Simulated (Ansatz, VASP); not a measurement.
# Two plane-wave programs on LiSi2

```xyz
6
Lattice="4.2809 0.0000 0.0000 -2.1404 3.7074 0.0000 0.0000 0.0000 5.6462" Properties=species:S:1:pos:R:3 pbc="T T T"
Li    0.0000    0.0000    1.4115
Li    0.0000    0.0000    4.2346
Si    2.1404    1.2358    0.1927
Si    0.0000    2.4716    3.0157
Si    2.1404    1.2358    2.6304
Si    0.0000    2.4716    5.4535
```

Alike in both runs: task single point; functional PBE; k mesh 6 × 6 × 4; occupations gaussian, width 0.1 eV; no spin polarisation.

|  | VASP | Ansatz |
| --- | --- | --- |
| version | VASP 6.6.1 | Ansatz 0.2.0 |
| potentials or method | VASP PAW PBE potentials, release 64 (Li_sv, Si), cutoff 520 eV | scalar-relativistic, plane waves, PAW |
| valence electrons in the cell | 22 | 22 |

VASP gave:

```
gap on the k mesh at the Fermi level (eV) : none
rms of the force components (eV/Å)        : 0.015
```

**Question.** What did Ansatz give for the same quantities?

**Answer.** gap on the k mesh at the Fermi level (eV): none; rms of the force components (eV/Å): 0.017.

Atom by atom the forces differ by 0.002 eV/Å (rms over components). A gap of «none» marks a metal or a gap that the smearing closes. With one functional, cell and mesh, what is left measures potentials, basis and numerics.

Noted on VASP's run: the cutoff is short for stress, so the pressure is rough.
